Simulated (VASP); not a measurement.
# HF in VASP: further runs

HF is run at these levels: PBE+D3(BJ); tasks: single point.

All numbers are computed with VASP 6.6.1; they aren't measurements. Logs are shortened: lines on timing, memory, paths and dates and some standing lists are left out, and cuts for length are marked.

**1. The cell of the first run**

The cell holds a disordered packing, 16 atoms: a = 6.256 Å, b = 6.256 Å, c = 6.256 Å, α = 90.00°, β = 90.00°, γ = 90.00°.

**2. Single point, PBE+D3(BJ)**

Input file INCAR:

```
SYSTEM = HF
PREC     = Accurate       ! precision mode
ENCUT    = 520            ! plane-wave cutoff, eV
EDIFF    = 1E-6           ! SCF threshold, eV
ISMEAR   = -1             ! smearing method
SIGMA    = 0.02           ! smearing width, eV
LREAL    = Auto         
LASPH    = .TRUE.         ! aspherical terms in the spheres
NELM     = 100            ! most SCF steps
ALGO     = Normal         ! electronic algorithm
ISIF     = 2              ! what is computed and relaxed
LWAVE    = .FALSE.        ! write WAVECAR
LCHARG   = .FALSE.        ! write CHGCAR
GGA      = PE             ! functional
IVDW     = 12             ! dispersion correction
NBANDS   = 46             ! bands
```

Input file KPOINTS:

```
regular mesh
0
G
  1 1 1
  0 0 0
```

Input file POSCAR:

```
HF
1.0
    6.2556220000      0.0000000000      0.0000000000
    0.0000000000      6.2556220000      0.0000000000
    0.0000000000      0.0000000000      6.2556220000
F H
8 8
Direct
    0.6421587839      0.5380756430      0.2621771445
   -0.0480834207      0.2426061180      0.2014826882
    0.5582721588     -0.0868705332      0.2352614503
    0.2974894089      0.4625756860      0.4481154719
    0.1567769653      0.1944208265      0.6902000751
    0.4920522651      0.8171330606      0.7729706837
    0.4326468431      0.2036406513      0.9991081940
    0.8571556243      0.9218713180      0.6140391838
    0.6172924845      0.6926334834      0.2288076187
   -0.1421851057      0.3599672006      0.2129049714
    0.5105701169      0.0028255575      0.1172512490
    0.4355758357      0.4698493805      0.3770116969
    0.2197538711      0.2900415122      0.5792703628
    0.6239317137      0.8643268130      0.7136960242
    0.3309506140      0.1770941140      0.8874671530
    0.9610353410      1.0315591685      0.6366460323
```

Potentials or basis: VASP PAW PBE potentials, release 64 (F, H).

Run with:

```bash
cat potpaw_PBE.64/F/POTCAR potpaw_PBE.64/H/POTCAR > POTCAR
mpirun -np 1 vasp_gam > vasp.out
```

OUTCAR:

```text
SYSTEM = HF
   PREC = Accurate
   ENCUT = 520
   EDIFF = 1E-6
   ISMEAR = -1
   LREAL = Auto
   LASPH = .TRUE.
   NELM = 100
   ISIF = 2
   GGA = PE
   IVDW = 12
 IVDW          = 12

 ion  position               nearest neighbor table
   1  0.642  0.538  0.262-   9 1.00
   2  0.952  0.243  0.201-  10 0.94
   3  0.558  0.913  0.235-  11 0.97
   4  0.297  0.463  0.448-  12 0.97
   5  0.157  0.194  0.690-  13 1.00
   6  0.492  0.817  0.773-  14 0.95
[... 8 lines left out ...]
  15  0.331  0.177  0.887-   7 0.96
  16  0.961  0.032  0.637-   8 0.96

  LATTYP: Found a simple cubic cell.
 ALAT       =     6.2556220000

  Lattice vectors:

 A1 = (   6.2556220000,   0.0000000000,   0.0000000000)
 A2 = (   0.0000000000,   6.2556220000,   0.0000000000)
 A3 = (   0.0000000000,   0.0000000000,   6.2556220000)

Analysis of symmetry for initial positions (statically):
=====================================================================
 Subroutine PRICEL returns:
 Original cell was already a primitive cell.

 Routine SETGRP: Setting up the symmetry group for a
 simple cubic supercell.

 Subroutine GETGRP returns: Found  1 space group operations
 (whereof  1 operations were pure point group operations)
 out of a pool of 48 trial point group operations.

The static configuration has the point symmetry C_1 .

Analysis of symmetry for dynamics (positions and initial velocities):
=====================================================================
 Subroutine PRICEL returns:
 Original cell was already a primitive cell.

 Routine SETGRP: Setting up the symmetry group for a
 simple cubic supercell.

 Subroutine GETGRP returns: Found  1 space group operations
 (whereof  1 operations were pure point group operations)
 out of a pool of 48 trial point group operations.

The dynamic configuration has the point symmetry C_1 .

 Subroutine INISYM returns: Found  1 space group operations
 (whereof  1 operations are pure point group operations),
 and found     1 'primitive' translations

----------------------------------------------------------------------------------------

                                     Primitive cell

  volume of cell :     244.8000

  direct lattice vectors                    reciprocal lattice vectors
     6.255622000  0.000000000  0.000000000     0.159856206  0.000000000  0.000000000
     0.000000000  6.255622000  0.000000000     0.000000000  0.159856206  0.000000000
     0.000000000  0.000000000  6.255622000     0.000000000  0.000000000  0.159856206

  length of vectors
     6.255622000  6.255622000  6.255622000     0.159856206  0.159856206  0.159856206

  position of ions in fractional coordinates (direct lattice)
     0.642158784  0.538075643  0.262177145
     0.951916579  0.242606118  0.201482688
     0.558272159  0.913129467  0.235261450
     0.297489409  0.462575686  0.448115472
     0.156776965  0.194420827  0.690200075
     0.492052265  0.817133061  0.772970684
[... 8 lines left out ...]
     0.330950614  0.177094114  0.887467153
     0.961035341  0.031559169  0.636646032

  ion indices of the primitive-cell ions
   primitive index   ion index
                 1           1
                 2           2
                 3           3
                 4           4
                 5           5
                 6           6
[... 8 lines left out ...]
                15          15
                16          16

----------------------------------------------------------------------------------------

 KPOINTS: regular mesh

Automatic generation of k-mesh.
 Grid dimensions read from file:
 generate k-points for:    1    1    1

 Generating k-lattice:

  Cartesian coordinates                     Fractional coordinates (reciprocal lattice)
     0.159856206  0.000000000  0.000000000     1.000000000  0.000000000  0.000000000
     0.000000000  0.159856206  0.000000000     0.000000000  1.000000000  0.000000000
     0.000000000  0.000000000  0.159856206     0.000000000  0.000000000  1.000000000

  Length of vectors
     0.159856206  0.159856206  0.159856206

  Shift w.r.t. Gamma in fractional coordinates (k-lattice)
     0.000000000  0.000000000  0.000000000

 Subroutine IBZKPT returns following result:
 ===========================================

 Found      1 irreducible k-points:

 Following reciprocal coordinates:
            Coordinates               Weight
  0.000000  0.000000  0.000000      1.000000
   k-points           NKPTS =      1   k-points in BZ     NKDIM =      1   number of bands    NBANDS=     46
   number of dos      NEDOS =    301   number of ions     NIONS =     16
   total plane-waves  NPLWV = 110592
   dimension x,y,z NGX =    48 NGY =   48 NGZ =   48
   dimension x,y,z NGXF=    96 NGYF=   96 NGZF=   96
   ions per type =               8   8
   NGX,Y,Z   is equivalent  to a cutoff of  12.76, 12.76, 12.76 a.u.
   NGXF,Y,Z  is equivalent  to a cutoff of  25.51, 25.51, 25.51 a.u.
 SYSTEM =  HF
   PREC   = accura    normal or accurate (medium, high low for compatibility)
   ISTART =      0    job   : 0-new  1-cont  2-samecut
   ICHARG =      2    charge: 1-file 2-atom 10-const
   ISPIN  =      1    spin polarized calculation?
   LNONCOLLINEAR =      F non collinear calculations
   LSORBIT =      F    spin-orbit coupling
   LASPH  =      T    aspherical Exc in radial PAW
   ENCUT  =  520.0 eV  38.22 Ry    6.18 a.u.  11.63 11.63 11.63*2*pi/ulx,y,z
   NELM   =    100;   NELMIN=  2; NELMDL= -5     # of ELM steps
   EDIFF  = 0.1E-05   stopping-criterion for ELM
   LREAL  =      T    real-space projection
   EDIFFG = 0.1E-04   stopping-criterion for IOM
   NSW    =      0    number of steps for IOM
   IBRION =     -1    ionic relax: 0-MD 1-quasi-New 2-CG
   NFREE  =      0    steps in history (QN), initial steepest desc. (CG)
   ISIF   =      2    stress and relaxation
   ISYM   =      2    0-nonsym 1-usesym 2-fastsym
   POTIM  = 0.5000    time-step for ionic-motion
   TEBEG  =    0.0;   TEEND  =   0.0 temperature during run
   PSTRESS=    0.0 pullay stress
   NELECT =      64.0000    total number of electrons
   NUPDOWN=      -1.0000    fix difference up-down
   EMIN   =  10.00;   EMAX   =-10.00  energy-range for DOS
   EFERMI =   0.00;   METHOD = LEGACY
   ISMEAR =    -1;   SIGMA  =   0.02  broadening in eV -4-tet -1-fermi 0-gaus
   EFERMI_NEDOS =   21; number of points for ismear=-14 and -15
   IALGO  =     38    algorithm
   IMIX   =      4    mixing-type and parameters
     AMIX     =   0.40;   BMIX     =  1.00
     AMIX_MAG =   1.60;   BMIX_MAG =  1.00
  volume/ion in A,a.u.               =      15.30       103.25
  Fermi-wavevector in a.u.,A,eV,Ry     =   1.046801  1.978168 14.909173  1.095793
  Thomas-Fermi vector in A             =   2.181655
   LORBIT       =      0    0 simple, 1 ext, 2 COOP (PROOUT), +10 PAW based schemes
   GGA     = PE    functional components
   LHFCALC =     F    Hartree Fock is set to
   AEXX    =    0.0000 exact exchange contribution
   IVDW    =    12    specifies the selected vdW correction
   LEPSILON=     F    determine dielectric tensor
   LRPA    =     F    only Hartree local field effects (RPA)
 non-spin polarized calculation
  energy-cutoff  :      520.00
  volume of cell :      244.80
 maximum number of plane-waves:      3310
 NGX is ok and might be reduce to    48
   NGX = 23   NGY = 23   NGZ = 23

 number of electron      64.0000003 magnetization

 Free energy of the ion-electron system (eV)
  ---------------------------------------------------
  ext. energy  EPLUGINS =         0.00000000
  ---------------------------------------------------
  free energy    TOTEN  =       -65.96414392 eV

  energy without entropy =      -65.96414392  energy(sigma->0) =      -65.96414392

 E-fermi :  -5.9736     XC(G=0):  -5.8692

 val. band max:       -6.5822292087   @ k =   0.0000   0.0000   0.0000
 cond. band min:       0.3372469743   @ k =   0.0000   0.0000   0.0000
 fundamental gap:      6.9194761830
 Fermi energy:        -5.9735769832

 k-point     1 :       0.0000    0.0000    0.0000
  band No.  band energies     occupation
      1     -28.7797      2.00000
      2     -28.4786      2.00000
      3     -28.3110      2.00000
      4     -27.8985      2.00000
      5     -27.7276      2.00000
      6     -27.6376      2.00000
[... 36 lines left out ...]
     43       7.1128      0.00000
     44       7.2532      0.00000
 [bands above 44 left out]

------------------------ aborting loop because EDIFF is reached ----------------------------------------

 Edisp (eV)   -0.33000

 E8    (eV) :    -0.0661

  FORCE on cell =-STRESS in cart. coord.  units (eV):
  Direction    XX          YY          ZZ          XY          YZ          ZX
  --------------------------------------------------------------------------------------
  -------------------------------------------------------------------------------------
  Total      -0.09266    -0.35579    -0.11778     0.30476     0.11980     0.11515
  in kB      -0.60644    -2.32858    -0.77088     1.99462     0.78410     0.75366
  external pressure =       -1.24 kB  Pullay stress =        0.00 kB

 VOLUME and BASIS-vectors are now :
 -----------------------------------------------------------------------------
  energy-cutoff  :      520.00
  volume of cell :      244.80
      direct lattice vectors                 reciprocal lattice vectors
     6.255622000  0.000000000  0.000000000     0.159856206  0.000000000  0.000000000
     0.000000000  6.255622000  0.000000000     0.000000000  0.159856206  0.000000000
     0.000000000  0.000000000  6.255622000     0.000000000  0.000000000  0.159856206

 POSITION                                       TOTAL-FORCE (eV/Angst)
 -----------------------------------------------------------------------------------
      4.01710      3.36600      1.64008        -0.043760      0.039008     -0.013199
      5.95483      1.51765      1.26040         0.135611     -0.180595     -0.023824
      3.49234      5.71219      1.47171         0.083772     -0.192080      0.140379
      1.86098      2.89370      2.80324        -0.204664     -0.160926      0.144006
      0.98074      1.21622      4.31763         0.160595     -0.068264      0.019816
      3.07809      5.11168      4.83541        -0.257086     -0.101339      0.149572
[... 8 lines left out ...]
      2.07030      1.10783      5.55166        -0.294294      0.016478     -0.218209
      6.01187      0.19742      3.98262         0.213555      0.183857      0.055555
 -----------------------------------------------------------------------------------
    total drift:                                0.006417     -0.005279      0.002637

  FREE ENERGIE OF THE ION-ELECTRON SYSTEM (eV)
  ---------------------------------------------------
  free  energy   TOTEN  =       -66.2941407977 eV

  energy  without entropy=      -66.2941407977  energy(sigma->0) =      -66.29414080
```

Run time: 40 s. Hardware: 1 thread of Intel Xeon 8259CL, shared host; peak memory 0.3 GiB.

Results:

```
Free energy                : -66.2941 eV
Pressure                   : -0.1 GPa
Largest force              : 0.367 eV/Å
Dispersion energy per atom : -0.021 eV
```

Forces on the atoms (eV/Å):
```
F   -0.044  0.039 -0.013
F    0.136 -0.181 -0.024
F    0.084 -0.192  0.140
F   -0.205 -0.161  0.144
F    0.161 -0.068  0.020
F   -0.257 -0.101  0.150
F    0.217 -0.089  0.183
F   -0.196 -0.233 -0.093
H   -0.003  0.060  0.054
H   -0.178  0.196  0.004
H   -0.088  0.191 -0.143
H    0.187  0.085 -0.104
H   -0.066  0.170 -0.050
H    0.334  0.085 -0.105
H   -0.294  0.016 -0.218
H    0.214  0.184  0.056
```

Stress tensor (GPa, compression positive):
```
-0.06  0.20  0.08
 0.20 -0.23  0.08
 0.08  0.08 -0.08
```

Caveat: the k points lie up to 1.00 Å⁻¹ apart.

**3. Single point, PBE+D3(BJ)**

Input file INCAR:

```
SYSTEM = HF
PREC     = Accurate       ! precision mode
ENCUT    = 520            ! plane-wave cutoff, eV
EDIFF    = 1E-6           ! SCF threshold, eV
ISMEAR   = -1             ! smearing method
SIGMA    = 0.02           ! smearing width, eV
LREAL    = Auto         
LASPH    = .True.         ! aspherical terms in the spheres
NELM     = 100            ! most SCF steps
ALGO     = Normal         ! electronic algorithm
ISIF     = 2              ! what is computed and relaxed
LWAVE    = .False.        ! write WAVECAR
LCHARG   = .True.         ! write CHGCAR
GGA      = PE             ! functional
IVDW     = 12             ! dispersion correction
LELF     = .True.         ! ELF
LVHAR    = .True.       
NBANDS   = 46             ! bands
```

Input file KPOINTS:

```
regular mesh
0
Gamma
  1 1 1
  0 0 0
```

Input file POSCAR:

```
HF
1.0
    6.2556220000      0.0000000000      0.0000000000
    0.0000000000      6.2556220000      0.0000000000
    0.0000000000      0.0000000000      6.2556220000
F H
8 8
Direct
    0.6446521225      0.5409534016      0.2363633864
   -0.0598981204      0.2243421997      0.1781597417
    0.5114279603     -0.0992547184      0.2411590726
    0.2995065878      0.4673875755      0.4311641592
    0.1387232157      0.2155820796      0.7072677985
    0.4652135311      0.8600423747      0.8164495873
    0.4366632127      0.2183795632      1.0018827864
    0.8550069042      0.9371729941      0.6216488145
    0.6123451833      0.6966853176      0.2140794313
   -0.1283965048      0.3648078480      0.2009872080
    0.5027637539      0.0216765016      0.1458048456
    0.4387253578      0.4707285702      0.3610192560
    0.2042322890      0.2930643827      0.5863845354
    0.5977343260      0.8674756883      0.7400063495
    0.2985634362      0.2081487660      0.9391392255
    0.9694159909      1.0445963647      0.6410553579
```

Potentials or basis: VASP PAW PBE potentials, release 64 (F, H).

Run with:

```bash
cat potpaw_PBE.64/F/POTCAR potpaw_PBE.64/H/POTCAR > POTCAR
mpirun -np 1 vasp_gam > vasp.out
```

It took 47 s on 1 thread of Intel Xeon 8259CL, shared host; peak memory 0.3 GiB.

It converged, with:

```
Free energy                : -65.9525 eV
Pressure                   : -1.1 GPa
Largest force              : 1.746 eV/Å
Dispersion energy per atom : -0.021 eV
```

Forces in eV/Å, atoms in the order of the input:
```
F    0.066  0.267  0.031
F   -0.660  1.590  0.290
F    0.113 -0.092  0.561
F   -0.056 -0.323  0.179
F    0.114  0.174 -0.432
F    0.435 -0.439 -0.531
F    0.219  0.294  0.553
F    0.542  0.497  0.055
H   -0.019 -0.186  0.067
H    0.587 -1.535 -0.316
H   -0.151  0.146 -0.546
H   -0.088  0.055 -0.025
H    0.053  0.161  0.206
H   -0.175  0.206  0.162
H   -0.128 -0.095 -0.291
H   -0.853 -0.720  0.036
```

Stress tensor (GPa, compression positive):
```
-1.62  0.18  0.65
 0.18 -1.38  0.42
 0.65  0.42 -0.20
```

Levels at points of the mesh, in eV from the Fermi level:
```tsv
k point	band 30	band 31	band 32	band 33	band 34	band 35
(0.00, 0.00, 0.00)	-0.88	-0.74	-0.58	6.03	9.49	9.78
```

Caveat: the k points lie up to 1.00 Å⁻¹ apart.
